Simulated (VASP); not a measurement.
Here is a VASP 6.6.1 calculation.

INCAR

```
PREC = Accurate
ENCUT = 520
EDIFF = 1E-7
ISMEAR = 0
SIGMA = 0.05
LREAL = F
LASPH = T
NELM = 60
ALGO = Normal
ISIF = 2
LWAVE = F
LCHARG = F
GGA = PE
NBANDS = 11
```

The input KPOINTS:

```
regular mesh
0
Gamma
  10 10 10
```

Contents of POSCAR:

```
Si
1.0
    0.0000000000      2.8676311499      2.6663234432
    2.8676311499      0.0000000000      2.6663234432
    2.8676311499      2.8676311499      0.0000000000
Si
2
Direct
    0.5000000000      0.5000000000      0.5000000000
    0.7500000000      0.7500000000      0.7500000000
```

Potentials or basis: VASP PAW PBE potentials, release 64 (Si).

Run with:

```bash
$ cat potpaw_PBE.64/Si/POTCAR > POTCAR
$ mpirun -np 1 vasp_std > vasp.out
```

**Question.** What does it give for the pressure?

**Answer.** -5.5 GPa.

Stress tensor (GPa, compression positive):
```
-7.48  0.00  0.00
 0.00 -7.48  0.00
 0.00  0.00 -1.40
```
